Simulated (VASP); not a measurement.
## Ga: single point with LDA

Ga:

```
CELL_PARAMETERS angstrom
2.62486 0.00000 0.00000
0.00000 2.62486 0.00000
0.00000 0.00000 2.62486
ATOMIC_POSITIONS crystal
Ga 0.00000 0.00000 0.00000
```

```json
{
  "Program": "VASP 6.6.1",
  "Task": "single point",
  "Functional": "LDA",
  "Potentials or basis": "VASP PAW LDA potentials, release 64 (Ga_d)",
  "Cutoff": "520 eV",
  "k mesh": "20 × 20 × 20",
  "Occupations": "fermi-dirac, width 0.1 eV",
  "Spin": "no spin polarisation",
  "Dipole correction": "no",
  "Further INCAR settings": "ALGO = Normal; EDIFF = 1e-07; NBANDS = 12"
}
```

```
Pressure : 0.3 GPa
```

Levels at points of the mesh, in eV from the Fermi level:
| k point | band 3 | band 4 | band 5 | band 6 | band 7 | band 8 | band 9 | band 10 |
| --- | --- | --- | --- | --- | --- | --- | --- | --- |
| (0.00, 0.00, 0.00) | -14.68 | -14.68 | -14.68 | -11.28 | 9.61 | 9.61 | 9.61 | 12.67 |
| (0.50, 0.00, 0.00) | -14.87 | -14.87 | -14.67 | -6.39 | -4.55 | 13.43 | 13.43 | 16.71 |
| (0.50, 0.50, 0.00) | -14.84 | -14.84 | -14.52 | -1.31 | -0.80 | -0.80 | 4.35 | 17.43 |
| (0.50, 0.50, 0.50) | -15.12 | -14.51 | -14.51 | 2.81 | 2.81 | 2.81 | 4.90 | 8.63 |

Wall time 18 s on 1 thread of AMD EPYC 9R45 96-Core Processor (Zen 5), with other jobs on the host, peak memory 0.13 GiB.
